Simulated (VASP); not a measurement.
# Ti2Al6H in VASP: further runs, part 3 of 3

VASP 6.6.1. The steps go on from the part before.

**5. Single point, PBE+D3(BJ)**

INCAR reads:

```
SYSTEM = Ti2Al6H
  PREC = Accurate
  ENCUT = 520
  EDIFF = 1E-6
  ISMEAR = 0
  SIGMA = 0.1
  LREAL = .FALSE.
  LASPH = .TRUE.
  NELM = 60
  ALGO = Normal
  ISIF = 2
  LWAVE = .FALSE.
  LCHARG = .TRUE.
  LDIPOL = .TRUE.
  IDIPOL = 3
  DIPOL = 0.5 0.5 0.313
  GGA = PE
  IVDW = 12
  LELF = .TRUE.
  LVHAR = .TRUE.
  LVACPOTAV = .TRUE.
  NBANDS = 32
```

KPOINTS reads:

```
regular mesh
0
G
  6 6 1
  0 0 0
```

POSCAR reads:

```
Ti2Al6H
1.0
    5.0241861184      0.0000000000      0.0000000000
    2.1588814492      4.5367033229      0.0000000000
    0.0000000000      0.0000000000     21.1187114590
Al Ti H
6 2 1
Direct
    0.5000000000      0.0000000000      0.1894054951
    0.0000000000      0.5000000000      0.1894054951
    0.0000000000      0.0000000000      0.2529248171
    0.0000000000      0.5000000000      0.3208670637
    0.5000000000      0.0000000000      0.3208670637
    0.5000000000      0.5000000000      0.3844321409
    0.5000000000      0.5000000000      0.2529248171
    0.0000000000      0.0000000000      0.3814982025
    0.6666666667      1.3333333333      0.5264862622
```

Potentials or basis: VASP PAW PBE potentials, release 64 (Al, Ti_sv, H).

Run with:

```bash
cat potpaw_PBE.64/Al/POTCAR potpaw_PBE.64/Ti_sv/POTCAR potpaw_PBE.64/H/POTCAR > POTCAR
mpirun -np 1 vasp_std > vasp.out
```

OUTCAR:

```text
SYSTEM = Ti2Al6H
   PREC = Accurate
   ENCUT = 520
   EDIFF = 1E-6
   ISMEAR = 0
   LREAL = .FALSE.
   LASPH = .TRUE.
   NELM = 60
   ISIF = 2
   GGA = PE
   IVDW = 12
 IVDW          = 12

 ion  position               nearest neighbor table
   1  0.500  0.000  0.189-   2 2.68   2 2.68   5 2.78   7 2.85   7 2.85   3 2.85   3 2.85
   2  0.000  0.500  0.189-   1 2.68   1 2.68   4 2.78   3 2.85   3 2.85   7 2.85   7 2.85
   3  0.000  0.000  0.253-   7 2.68   7 2.68   8 2.72   2 2.85   2 2.85   1 2.85   1 2.85   4 2.89
                             4 2.89   5 2.89   5 2.89
   4  0.000  0.500  0.321-   5 2.68   5 2.68   2 2.78   8 2.82   8 2.82   6 2.85   6 2.85   3 2.89
                             3 2.89   7 2.89   7 2.89
   5  0.500  0.000  0.321-   4 2.68   4 2.68   1 2.78   8 2.82   8 2.82   6 2.85   6 2.85   7 2.89
                             7 2.89   3 2.89   3 2.89
   6  0.500  0.500  0.384-   8 2.68   8 2.68   7 2.78   5 2.85   5 2.85   4 2.85   4 2.85
   7  0.500  0.500  0.253-   3 2.68   3 2.68   6 2.78   1 2.85   1 2.85   2 2.85   2 2.85   5 2.89
                             5 2.89   4 2.89   4 2.89
   8  0.000  0.000  0.381-   6 2.68   6 2.68   3 2.72   4 2.82   4 2.82   5 2.82   5 2.82
   9  0.667  0.333  0.526-

  LATTYP: Found a base centered orthorhombic cell.
 ALAT       =     5.3657849274
 B/A-ratio  =     1.5833231878
 C/A-ratio  =     3.9358102765

  Lattice vectors:

 A1 = (  -2.1588814492,  -4.5367033229,   0.0000000000)
 A2 = (   5.0241861184,   0.0000000000,   0.0000000000)
 A3 = (   0.0000000000,   0.0000000000,  21.1187114590)

Analysis of symmetry for initial positions (statically):
=====================================================================
 Subroutine PRICEL returns:
 Original cell was already a primitive cell.

 Routine SETGRP: Setting up the symmetry group for a
 base centered orthorhombic supercell.

 Subroutine GETGRP returns: Found  2 space group operations
 (whereof  2 operations were pure point group operations)
 out of a pool of  8 trial point group operations.

The static configuration has the point symmetry C_1h.

Analysis of symmetry for dynamics (positions and initial velocities):
=====================================================================
 Subroutine PRICEL returns:
 Original cell was already a primitive cell.

 Routine SETGRP: Setting up the symmetry group for a
 base centered orthorhombic supercell.

 Subroutine GETGRP returns: Found  2 space group operations
 (whereof  2 operations were pure point group operations)
 out of a pool of  8 trial point group operations.

The dynamic configuration has the point symmetry C_1h.

 Subroutine INISYM returns: Found  2 space group operations
 (whereof  2 operations are pure point group operations),
 and found     1 'primitive' translations

----------------------------------------------------------------------------------------

                                     Primitive cell

  volume of cell :     481.3639

  direct lattice vectors                    reciprocal lattice vectors
     5.024186118  0.000000000  0.000000000     0.199037212 -0.094715858  0.000000000
     2.158881449  4.536703323  0.000000000     0.000000000  0.220424376  0.000000000
[... 70 lines left out ...]
   number of dos      NEDOS =    301   number of ions     NIONS =      9
   total plane-waves  NPLWV = 256000
   dimension x,y,z NGX =    40 NGY =   40 NGZ =  160
   dimension x,y,z NGXF=    80 NGYF=   80 NGZF=  320
   ions per type =               6   2   1
   NGX,Y,Z   is equivalent  to a cutoff of  13.24, 13.24, 12.60 a.u.
   NGXF,Y,Z  is equivalent  to a cutoff of  26.47, 26.47, 25.19 a.u.
 SYSTEM =  Ti2Al6H
   PREC   = accura    normal or accurate (medium, high low for compatibility)
   ISTART =      0    job   : 0-new  1-cont  2-samecut
   ICHARG =      2    charge: 1-file 2-atom 10-const
   ISPIN  =      1    spin polarized calculation?
   LNONCOLLINEAR =      F non collinear calculations
   LSORBIT =      F    spin-orbit coupling
   LASPH  =      T    aspherical Exc in radial PAW
   ENCUT  =  520.0 eV  38.22 Ry    6.18 a.u.   9.34  9.34 39.27*2*pi/ulx,y,z
   NELM   =     60;   NELMIN=  2; NELMDL= -5     # of ELM steps
   EDIFF  = 0.1E-05   stopping-criterion for ELM
   LREAL  =      F    real-space projection
   EDIFFG = 0.1E-04   stopping-criterion for IOM
   NSW    =      0    number of steps for IOM
   IBRION =     -1    ionic relax: 0-MD 1-quasi-New 2-CG
   NFREE  =      0    steps in history (QN), initial steepest desc. (CG)
   ISIF   =      2    stress and relaxation
   ISYM   =      2    0-nonsym 1-usesym 2-fastsym
   POTIM  = 0.5000    time-step for ionic-motion
   TEBEG  =    0.0;   TEEND  =   0.0 temperature during run
   PSTRESS=    0.0 pullay stress
   NELECT =      43.0000    total number of electrons
   NUPDOWN=      -1.0000    fix difference up-down
   EMIN   =  10.00;   EMAX   =-10.00  energy-range for DOS
   EFERMI =   0.00;   METHOD = LEGACY
   ISMEAR =     0;   SIGMA  =   0.10  broadening in eV -4-tet -1-fermi 0-gaus
   EFERMI_NEDOS =   21; number of points for ismear=-14 and -15
   IALGO  =     38    algorithm
   IMIX   =      4    mixing-type and parameters
     AMIX     =   0.40;   BMIX     =  1.00
     AMIX_MAG =   1.60;   BMIX_MAG =  1.00
  volume/ion in A,a.u.               =      53.48       360.93
  Fermi-wavevector in a.u.,A,eV,Ry     =   0.731824  1.382946  7.286817  0.535566
  Thomas-Fermi vector in A             =   1.824136
   LORBIT       =      0    0 simple, 1 ext, 2 COOP (PROOUT), +10 PAW based schemes
   GGA     = PE    functional components
   LHFCALC =     F    Hartree Fock is set to
   AEXX    =    0.0000 exact exchange contribution
   IVDW    =    12    specifies the selected vdW correction
   LEPSILON=     F    determine dielectric tensor
   LRPA    =     F    only Hartree local field effects (RPA)
 non-spin polarized calculation
 Gauss-broadening in eV      SIGMA  =   0.10
  energy-cutoff  :      520.00
  volume of cell :      481.36
 maximum number of plane-waves:     13000
 NGX is ok and might be reduce to    40
   NGX = 19   NGY = 19   NGZ = 79

 dipolmoment           0.000000      0.000000     -0.103200 electrons x Angstroem

 number of electron      43.0000002 magnetization

 dipolmoment           0.000000      0.000000      0.227729 electrons x Angstroem

 Free energy of the ion-electron system (eV)
  ---------------------------------------------------
  ext. energy  EPLUGINS =         0.00000000
  ---------------------------------------------------
  free energy    TOTEN  =       -37.22674985 eV

  energy without entropy =      -37.19353333  energy(sigma->0) =      -37.21014159

 E-fermi :  -1.3772     XC(G=0):  -4.0885

 val. band max:       -1.4274747603   @ k =   0.1667  -0.0000   0.0000
 cond. band min:      -1.3729935508   @ k =   0.3333   0.1667   0.0000
 fundamental gap:      0.0544812095
 Fermi energy:        -1.3771650563

 k-point     1 :       0.0000    0.0000    0.0000
  band No.  band energies     occupation
      1     -58.3644      2.00000
      2     -57.9592      2.00000
      3     -34.8029      2.00000
      4     -34.6340      2.00000
      5     -34.4925      2.00000
      6     -34.3694      2.00000
[... 444 lines left out ...]
     31       1.8470      0.00000
     32       1.9458      0.00000

------------------------ aborting loop because EDIFF is reached ----------------------------------------

 Edisp (eV)   -2.02479

 E8    (eV) :    -0.9642

  FORCE on cell =-STRESS in cart. coord.  units (eV):
  Direction    XX          YY          ZZ          XY          YZ          ZX
  --------------------------------------------------------------------------------------
  -------------------------------------------------------------------------------------
  Total      -4.20441    -2.65239    -5.57990    -1.63073     0.09963    -0.06292
  in kB     -13.99402    -8.82823   -18.57220    -5.42773     0.33162    -0.20943
  external pressure =      -13.80 kB  Pullay stress =        0.00 kB

 VOLUME and BASIS-vectors are now :
 -----------------------------------------------------------------------------
  energy-cutoff  :      520.00
  volume of cell :      481.36
      direct lattice vectors                 reciprocal lattice vectors
     5.024186118  0.000000000  0.000000000     0.199037212 -0.094715858  0.000000000
     2.158881449  4.536703323  0.000000000     0.000000000  0.220424376  0.000000000
     0.000000000  0.000000000 21.118711459     0.000000000  0.000000000  0.047351374

 POSITION                                       TOTAL-FORCE (eV/Angst)
 -----------------------------------------------------------------------------------
      2.51209      0.00000      4.00000        -0.007372      0.006071      0.552857
      1.07944      2.26835      4.00000        -0.002314      0.009266      0.552857
      0.00000      0.00000      5.34145         0.019946     -0.031581     -0.546192
      1.07944      2.26835      6.77630        -0.013620     -0.002427     -0.027670
      2.51209      0.00000      6.77630         0.008044      0.011256     -0.027670
      3.59153      2.26835      8.11871         0.049555     -0.078462      0.392710
      3.59153      2.26835      5.34145         0.031133     -0.049294     -0.399269
      0.00000      0.00000      8.05675        -0.093929      0.148719      0.719019
      4.06908      1.51223     11.11871         0.008557     -0.013548     -1.216640
 -----------------------------------------------------------------------------------
    total drift:                               -0.000001      0.000001     -0.000152

  FREE ENERGIE OF THE ION-ELECTRON SYSTEM (eV)
  ---------------------------------------------------
  free  energy   TOTEN  =       -39.2515426060 eV

  energy  without entropy=      -39.2183260870  energy(sigma->0) =      -39.23493435

 vacuum level on the upper side and lower side of the slab         4.608         2.800
```

Run time: 9 min. Hardware: 1 thread of Intel Xeon Platinum 8259CL at 2.50GHz (Skylake/Cascade Lake), shared host; peak memory 0.63 GiB.

What came out:

| Item | Value |
| --- | --- |
| Free energy | -39.2515 eV |
| Largest force | 1.217 eV/Å |
| Dispersion energy per atom | -0.225 eV |

Forces on the atoms (eV/Å):
```
Al  -0.007  0.006  0.553
Al  -0.002  0.009  0.553
Al   0.020 -0.032 -0.546
Al  -0.014 -0.002 -0.028
Al   0.008  0.011 -0.028
Al   0.050 -0.078  0.393
Ti   0.031 -0.049 -0.399
Ti  -0.094  0.149  0.719
H    0.009 -0.014 -1.217
```
